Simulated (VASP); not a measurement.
Input of a VASP 6.6.1 run:

File INCAR:

```
SYSTEM = MgO
  ALGO = Normal
  EDIFF = 1E-6
  ENCUT = 520
  GGA = PS
  ISIF = 2
  ISMEAR = 0
  LASPH = .True.
  LCHARG = .False.
  LREAL = .False.
  LWAVE = .False.
  NBANDS = 16
  NELM = 100
  PREC = Accurate
  SIGMA = 0.02
```

The input KPOINTS:

```
k-points
0
Gamma
  9 9 6
  0 0 0
```

The input POSCAR:

```
MgO
1.0
    3.5843799444      0.0069030282     -0.0152354713
   -1.7862117745      3.0696138691     -0.0222128673
   -0.0182580401     -0.0412790473      4.3348013266
Mg O
2 2
Direct
    0.6362395860      0.3154980217      0.7308666320
    0.3207612942      0.7107233591      0.2633411800
    0.6650030651      0.3026539501      0.2392317960
    0.3779960547      0.6711246691      0.7665603919
```

Potentials or basis: VASP PAW PBE potentials, release 64 (Mg, O).

Command:

```sh
$ cat potpaw_PBE.64/Mg/POTCAR potpaw_PBE.64/O/POTCAR > POTCAR
$ mpirun -np 1 vasp_std > vasp.out
```

(1) What does it give for the band gap on the k mesh?

(2) Estimate the largest force.

(3) What does it give for the pressure?

Answers

(1) 2.77 eV.

(2) 2.723 eV/Å.

(3) -3.7 GPa.

Caveat: the cell differs from its parent crystal (atoms moved at random and the cell strained at random); the stress differs along the axes, from -10 to 7 GPa; the PAW data sets were made with another functional, which shifts forces and pressure a little.
